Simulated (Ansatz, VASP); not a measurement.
Two plane-wave programs on LiF

```
Li F
1.0
     0.00000    2.01400    2.01400
     2.01400    0.00000    2.01400
     2.01400    2.01400    0.00000
Li F
1 1
Direct
  0.00000 0.00000 0.00000
  0.50000 0.50000 0.50000
```

Alike in both runs: task relaxation of cell and atoms; functional LDA; k mesh 20 × 20 × 20; occupations fermi-dirac, width 0.1 eV; no spin polarisation.

|  | VASP | Ansatz |
| --- | --- | --- |
| version | VASP 6.6.1 | Ansatz 0.2.0 |
| potentials or method | VASP PAW LDA potentials, release 64 (Li_sv, F) | PAW with Ansatz's default frozen-core files, scalar-relativistic |
| plane-wave cutoff (eV) | 600 | 420 |
| valence electrons in the cell | 10 | 10 |

|  | VASP | Ansatz | Ansatz less VASP |
| --- | --- | --- | --- |
| relaxed volume (Å³/atom) | 7.40 | 7.47 | +0.071 |
| relaxed cell length with the largest relative difference (Å) | 2.755 | 2.764 | +0.0088 |

LDA's correlation is that of Perdew and Zunger in VASP and of Perdew and Wang (1992) in Ansatz.

Noted on VASP's run: the cutoff is short for stress, so the pressure is rough.
